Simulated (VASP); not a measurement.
# Mo (Cmcm) in VASP: single point with PBE

Aim: the single point of Mo with PBE.

All numbers are computed with VASP 6.6.1; they aren't measurements. Logs are shortened: lines on timing, memory, paths and dates and some standing lists are left out, and cuts for length are marked.

## (1) The cell of the first run

It takes space group Cmcm (No. 63, orthorhombic). The conventional cell has a = 3.160 Å, b = 4.470 Å, c = 4.470 Å, α = 90.00°, β = 90.00°, γ = 90.00°. Within 3.6 Å of Mo (site symmetry m2m) lie 14 Mo at 2.74 to 3.21 Å.

## (2) Single point, PBE (mode 5 (192.3 1/cm) frozen in, largest displacement +0.037 Å)

Input file INCAR:

```
PREC = Accurate ; ENCUT = 520
EDIFF = 1E-6 ; ISMEAR = 0
SIGMA = 0.15 ; LREAL = F
LASPH = T ; NELM = 80
ALGO = Fast ; ISIF = 2
LWAVE = F ; LCHARG = T
GGA = PE ; LELF = T
LVHAR = T ; NBANDS = 21
```

Input file KPOINTS:

```
regular mesh
0
Gamma
  24 24 14
```

Input file POSCAR:

```
Mo
1.0
   -1.5802194352      1.5802194352      1.5802194352
    1.5802194352     -1.5802194352      1.5802194352
    3.1604388703      3.1604388703      0.0000000000
Mo
2
Direct
   -0.0083901336      0.0083901336      0.0000000000
    0.5083901336      0.4916098664      0.5000000000
```

Potentials or basis: VASP PAW PBE potentials, release 64 (Mo_sv).

Command:

```bash
$ cat potpaw_PBE.64/Mo_sv/POTCAR > POTCAR
$ mpirun -np 1 vasp_std > vasp.out
```

OUTCAR:

```text
PREC = Accurate
   ENCUT = 520
   EDIFF = 1E-6
   ISMEAR = 0
   LREAL = F
   LASPH = T
   NELM = 80
   ISIF = 2
   GGA = PE

 ion  position               nearest neighbor table
   1  0.992  0.008  0.000-   2 2.74   2 2.74   2 2.74   2 2.74   2 3.11   2 3.11   2 3.21   2 3.21

   2  0.508  0.492  0.500-   1 2.74   1 2.74   1 2.74   1 2.74   1 3.11   1 3.11   1 3.21   1 3.21

  LATTYP: Found a base centered orthorhombic cell.
 ALAT       =     3.1604388704
 B/A-ratio  =     1.4142135624
 C/A-ratio  =     1.4142135623

  Lattice vectors:

 A1 = (  -1.5802194352,   1.5802194352,   1.5802194352)
 A2 = (   1.5802194352,  -1.5802194352,   1.5802194352)
 A3 = (   3.1604388703,   3.1604388703,   0.0000000000)

Analysis of symmetry for initial positions (statically):
=====================================================================
 Subroutine PRICEL returns:
 Original cell was already a primitive cell.

 Routine SETGRP: Setting up the symmetry group for a
 base centered orthorhombic supercell.

 Subroutine GETGRP returns: Found  8 space group operations
 (whereof  4 operations were pure point group operations)
 out of a pool of  8 trial point group operations.

The static configuration has the point symmetry C_2v.
 The point group associated with its full space group is D_2h.

Analysis of symmetry for dynamics (positions and initial velocities):
=====================================================================
 Subroutine PRICEL returns:
 Original cell was already a primitive cell.

 Routine SETGRP: Setting up the symmetry group for a
 base centered orthorhombic supercell.

 Subroutine GETGRP returns: Found  8 space group operations
 (whereof  4 operations were pure point group operations)
 out of a pool of  8 trial point group operations.

The dynamic configuration has the point symmetry C_2v.
 The point group associated with its full space group is D_2h.

 Subroutine INISYM returns: Found  8 space group operations
 (whereof  4 operations are pure point group operations),
 and found     1 'primitive' translations

----------------------------------------------------------------------------------------

                                     Primitive cell

  volume of cell :      31.5676

  direct lattice vectors                    reciprocal lattice vectors
    -1.580219435  1.580219435  1.580219435    -0.158205876  0.158205876  0.316411752
     1.580219435 -1.580219435  1.580219435     0.158205876 -0.158205876  0.316411752
     3.160438870  3.160438870  0.000000000     0.158205876  0.158205876  0.000000000

  length of vectors
     2.737020349  2.737020349  4.469535513     0.387523670  0.387523670  0.223736895

  position of ions in fractional coordinates (direct lattice)
     0.991609866  0.008390134  0.000000000
     0.508390134  0.491609866  0.500000000

  ion indices of the primitive-cell ions
   primitive index   ion index
                 1           1
                 2           2

----------------------------------------------------------------------------------------

 KPOINTS: regular mesh

Automatic generation of k-mesh.
 Grid dimensions read from file:
 generate k-points for:   24   24   14

 Generating k-lattice:

  Cartesian coordinates                     Fractional coordinates (reciprocal lattice)
    -0.006591911  0.006591911  0.013183823     0.041666667  0.000000000  0.000000000
     0.006591911 -0.006591911  0.013183823     0.000000000  0.041666667  0.000000000
     0.011300420  0.011300420  0.000000000     0.000000000  0.000000000  0.071428571

  Length of vectors
     0.016146820  0.016146820  0.015981207

  Shift w.r.t. Gamma in fractional coordinates (k-lattice)
     0.000000000  0.000000000  0.000000000

 Subroutine IBZKPT returns following result:
 ===========================================

 Found   1256 irreducible k-points:

 Following reciprocal coordinates:
            Coordinates               Weight
  0.000000  0.000000  0.000000      1.000000
  0.041667  0.000000  0.000000      4.000000
  0.083333  0.000000  0.000000      4.000000
  0.125000  0.000000  0.000000      4.000000
  0.166667  0.000000  0.000000      4.000000
  0.208333  0.000000  0.000000      4.000000
[... 16 lines left out ...]
  0.416667  0.041667  0.000000      4.000000
  0.458333  0.041667  0.000000      4.000000
 [... further k-points ...]
   k-points           NKPTS =   1256   k-points in BZ     NKDIM =   1256   number of bands    NBANDS=     21
   number of dos      NEDOS =    301   number of ions     NIONS =      2
   total plane-waves  NPLWV =  14400
   dimension x,y,z NGX =    20 NGY =   20 NGZ =   36
   dimension x,y,z NGXF=    40 NGYF=   40 NGZF=   72
   ions per type =               2
   NGX,Y,Z   is equivalent  to a cutoff of  12.15, 12.15, 13.39 a.u.
   NGXF,Y,Z  is equivalent  to a cutoff of  24.30, 24.30, 26.78 a.u.
 SYSTEM =  unknown system
   PREC   = accura    normal or accurate (medium, high low for compatibility)
   ISTART =      0    job   : 0-new  1-cont  2-samecut
   ICHARG =      2    charge: 1-file 2-atom 10-const
   ISPIN  =      1    spin polarized calculation?
   LNONCOLLINEAR =      F non collinear calculations
   LSORBIT =      F    spin-orbit coupling
   LASPH  =      T    aspherical Exc in radial PAW
   ENCUT  =  520.0 eV  38.22 Ry    6.18 a.u.   5.09  5.09  8.31*2*pi/ulx,y,z
   NELM   =     80;   NELMIN=  2; NELMDL= -5     # of ELM steps
   EDIFF  = 0.1E-05   stopping-criterion for ELM
   LREAL  =      F    real-space projection
   EDIFFG = 0.1E-04   stopping-criterion for IOM
   NSW    =      0    number of steps for IOM
   IBRION =     -1    ionic relax: 0-MD 1-quasi-New 2-CG
   NFREE  =      0    steps in history (QN), initial steepest desc. (CG)
   ISIF   =      2    stress and relaxation
   ISYM   =      2    0-nonsym 1-usesym 2-fastsym
   POTIM  = 0.5000    time-step for ionic-motion
   TEBEG  =    0.0;   TEEND  =   0.0 temperature during run
   PSTRESS=    0.0 pullay stress
   NELECT =      28.0000    total number of electrons
   NUPDOWN=      -1.0000    fix difference up-down
   EMIN   =  10.00;   EMAX   =-10.00  energy-range for DOS
   EFERMI =   0.00;   METHOD = LEGACY
   ISMEAR =     0;   SIGMA  =   0.15  broadening in eV -4-tet -1-fermi 0-gaus
   EFERMI_NEDOS =   21; number of points for ismear=-14 and -15
   IALGO  =     68    algorithm
   IMIX   =      4    mixing-type and parameters
     AMIX     =   0.40;   BMIX     =  1.00
     AMIX_MAG =   1.60;   BMIX_MAG =  1.00
  volume/ion in A,a.u.               =      15.78       106.51
  Fermi-wavevector in a.u.,A,eV,Ry     =   1.572945  2.972434 33.662922  2.474155
  Thomas-Fermi vector in A             =   2.674303
   LORBIT       =      0    0 simple, 1 ext, 2 COOP (PROOUT), +10 PAW based schemes
   GGA     = PE    functional components
   LHFCALC =     F    Hartree Fock is set to
   AEXX    =    0.0000 exact exchange contribution
   IVDW    =     0    specifies the selected vdW correction
   LEPSILON=     F    determine dielectric tensor
   LRPA    =     F    only Hartree local field effects (RPA)
 non-spin polarized calculation
 RMM-DIIS sequential band-by-band and
 Gauss-broadening in eV      SIGMA  =   0.15
  energy-cutoff  :      520.00
  volume of cell :       31.57
 maximum number of plane-waves:       872
   NGX = 11   NGY = 11   NGZ = 17

 number of electron      28.0000004 magnetization

 Free energy of the ion-electron system (eV)
  ---------------------------------------------------
  ext. energy  EPLUGINS =         0.00000000
  ---------------------------------------------------
  free energy    TOTEN  =       -21.85917898 eV

  energy without entropy =      -21.84413736  energy(sigma->0) =      -21.85165817

 E-fermi :  12.4602     XC(G=0): -13.3357

 val. band max:       12.4596602143   @ k =   0.4167   0.0833   0.2857
 cond. band min:      12.4602370766   @ k =  -0.2917   0.2917   0.2857
 fundamental gap:      0.0005768623
 Fermi energy:        12.4602192468

 k-point     1 :       0.0000    0.0000    0.0000
  band No.  band energies     occupation
      1     -48.8407      2.00000
      2     -48.5860      2.00000
      3     -23.4851      2.00000
      4     -22.5612      2.00000
      5     -22.1438      2.00000
      6     -22.1305      2.00000
[... 13 lines left out ...]
     20      17.0852      0.00000
     21      24.3954      0.00000

 k-point     2 :       0.0417    0.0000    0.0000
  band No.  band energies     occupation
      1     -48.8375      2.00000
      2     -48.5849      2.00000
      3     -23.4777      2.00000
      4     -22.5680      2.00000
      5     -22.1539      2.00000
      6     -22.1490      2.00000
[... 13 lines left out ...]
     20      17.2325      0.00000
     21      24.3278      0.00000

 k-point     3 :       0.0833    0.0000    0.0000
  band No.  band energies     occupation
      1     -48.8280      2.00000
      2     -48.5818      2.00000
      3     -23.4557      2.00000
      4     -22.5900      2.00000
      5     -22.2045      2.00000
      6     -22.1806      2.00000
[... 13 lines left out ...]
     20      17.6669      0.00000
     21      23.7294      0.00000

 k-point     4 :       0.1250    0.0000    0.0000
  band No.  band energies     occupation
      1     -48.8129      2.00000
      2     -48.5770      2.00000
      3     -23.4195      2.00000
      4     -22.6308      2.00000
      5     -22.2923      2.00000
      6     -22.2161      2.00000
[... 13 lines left out ...]
     20      18.3276      0.00000
     21      23.5139      0.00000

 k-point     5 :       0.1667    0.0000    0.0000
  band No.  band energies     occupation
      1     -48.7926      2.00000
      2     -48.5712      2.00000
      3     -23.3702      2.00000
      4     -22.6938      2.00000
      5     -22.4059      2.00000
      6     -22.2506      2.00000
[... 13 lines left out ...]
     20      19.1262      0.00000
     21      23.2460      0.00000
[... 382 lines left out ...]
     20      22.3144      0.00000
     21      22.5130      0.00000

 k-point    22 :       0.3750    0.0417    0.0000
  band No.  band energies     occupation
      1     -48.6404      2.00000
      2     -48.5632      2.00000
      3     -23.1562      2.00000
      4     -23.0713      2.00000
      5     -22.9216      2.00000
      6     -22.5086      2.00000
[... 13 lines left out ...]
     20      21.4687      0.00000
     21      22.6478      0.00000

 k-point    23 :       0.4167    0.0417    0.0000
  band No.  band energies     occupation
      1     -48.6146      2.00000
      2     -48.5697      2.00000
      3     -23.2122      2.00000
      4     -23.1567      2.00000
      5     -22.8276      2.00000
      6     -22.5862      2.00000
[... 13 lines left out ...]
     20      20.4989      0.00000
     21      23.1287      0.00000

 k-point    24 :       0.4583    0.0417    0.0000
  band No.  band energies     occupation
      1     -48.5931      2.00000
      2     -48.5796      2.00000
      3     -23.2430      2.00000
      4     -23.2117      2.00000
      5     -22.7388      2.00000
      6     -22.6647      2.00000
[... 13 lines left out ...]
     20      19.5091      0.00000
     21      23.8180      0.00000

 [... further k-points ...]
[... 5 lines left out ...]
  --------------------------------------------------------------------------------------
  -------------------------------------------------------------------------------------
  Total        0.1528774      0.1528774      0.1281439      0.0877088      0.0000000     -0.0000000
  in kB        7.7591045      7.7591045      6.5037899      4.4515530      0.0000000     -0.0000000
  external PRESSURE =       7.3406663 kB  Pullay stress =       0.0000000 kB

 VOLUME and BASIS-vectors are now :
 -----------------------------------------------------------------------------
  energy-cutoff  :      520.00
  volume of cell :       31.57
      direct lattice vectors                 reciprocal lattice vectors
    -1.580219435  1.580219435  1.580219435    -0.158205876  0.158205876  0.316411752
     1.580219435 -1.580219435  1.580219435     0.158205876 -0.158205876  0.316411752
     3.160438870  3.160438870  0.000000000     0.158205876  0.158205876  0.000000000

 POSITION                                       TOTAL-FORCE (eV/Angst)
 -----------------------------------------------------------------------------------
     -1.55370      1.55370      1.58022        -0.340514      0.340514      0.000000
      1.55370      1.60674      1.58022         0.340514     -0.340514      0.000000
 -----------------------------------------------------------------------------------
    total drift:                                0.000000      0.000000     -0.000000

  FREE ENERGIE OF THE ION-ELECTRON SYSTEM (eV)
  ---------------------------------------------------
  free  energy   TOTEN  =       -21.8591789809 eV

  energy  without entropy=      -21.8441373562  energy(sigma->0) =      -21.85165817
```

It took 4.4 min on 1 thread of Intel Xeon 6975P-C (Granite Rapids), shared host; peak memory 0.68 GiB.

Results:

```
Free energy            : -21.8592 eV
Pressure               : 0.7 GPa
Largest force          : 0.482 eV/Å
Band gap on the k mesh : zero (band 14 reaches 14.24 eV, above the bottom of band 15 at 11.45 eV)
```

Forces in eV/Å, atoms in the order of the input:
```
Mo  -0.341  0.341  0.000
Mo   0.341 -0.341  0.000
```

Caveat: the cell differs from its parent crystal (mode 5 (192.3 1/cm) frozen in, largest displacement +0.037 Å).
